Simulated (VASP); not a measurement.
# Sr11O12 (a cell with a defect): single point with PBE

Sr11O12 (a cell with a defect):

```xyz
23
Lattice="0.0000 -7.4310 0.0000 6.4355 3.7155 0.0000 0.0000 0.0000 10.3683" Properties=species:S:1:pos:R:3 pbc="T T T"
Sr    2.1452   -1.2385   10.0443
Sr    0.0000   -4.9540    4.8601
Sr    0.0000   -4.9540   10.0443
Sr    4.2903    2.4770    4.8601
Sr    4.2903    2.4770   10.0443
Sr    4.2159   -2.4340    2.4067
Sr    4.2159   -2.4340    7.3136
Sr    2.1452    1.1525    2.4067
Sr    2.1452    1.1525    7.3136
Sr    6.5099    1.2815    2.4067
Sr    6.5099    1.2815    7.3136
O     2.1452   -1.2385    2.0904
O     2.1452   -1.2385    7.6299
O     0.0000   -4.9540    2.2500
O     0.0000   -4.9540    7.4703
O     4.2903    2.4770    2.2500
O     4.2903    2.4770    7.4703
O     4.5233   -2.6115    4.8601
O     4.3111   -2.4890   10.0443
O     2.1452    1.5075    4.8601
O     2.1452    1.2625   10.0443
O     6.2025    1.1040    4.8601
O     6.4147    1.2265   10.0443
```

This cell differs from its parent crystal: atoms taken out, then relaxed in part.

```yaml
Program: VASP 6.6.1
Task: single point
Functional: PBE
Potentials_or_basis: VASP PAW PBE potentials, release 64 (Sr_sv, O)
Cutoff: 520 eV
k_mesh: 3 × 3 × 2
Occupations: gaussian, width 0.05 eV
Spin: no spin polarisation
Dipole_correction: no
Charge: -2
Further_INCAR_settings: ALGO = Normal; EDIFF = 1e-06; NBANDS = 108; NELECT = 184.0
```

| Property | Result |
| --- | --- |
| Largest force | 0.034 eV/Å |

Forces on the atoms (eV/Å):
```
Sr   0.000  0.000  0.000
Sr   0.000  0.000  0.000
Sr   0.000  0.000  0.000
Sr   0.000  0.000  0.000
Sr   0.000  0.000  0.000
Sr   0.005 -0.003 -0.011
Sr   0.005 -0.003  0.011
Sr   0.000  0.006 -0.011
Sr   0.000  0.006  0.011
Sr  -0.005 -0.003 -0.011
Sr  -0.005 -0.003  0.011
O    0.000  0.000  0.033
O    0.000  0.000 -0.033
O    0.000  0.000 -0.004
O    0.000  0.000  0.004
O    0.000  0.000 -0.004
O    0.000  0.000  0.004
O   -0.030  0.017  0.000
O   -0.006  0.003  0.000
O    0.000 -0.034  0.000
O    0.000 -0.007  0.000
O    0.030  0.017  0.000
O    0.006  0.003  0.000
```

Levels at points of the mesh, in eV from the Fermi level:
```
           k point  band 90  band 91  band 92  band 93  band 94  band 95
(0.00, 0.00, 0.00)    -0.33    -0.28    -0.28     2.19     3.38     3.38
(0.00, 0.00, 0.50)    -0.34    -0.30    -0.30     2.61     2.95     3.43
```

Run time: 22 min on 1 thread of Oxide Virtual Turin-like Processor, with other jobs on the host, peak memory 0.61 GiB.

Caveat: the cell carries a net charge on a neutralising background, which shifts energy and pressure; the cell differs from its parent crystal (atoms taken out, then relaxed in part); the cell is charged against a uniform background, so pressure and absolute levels hang on convention.
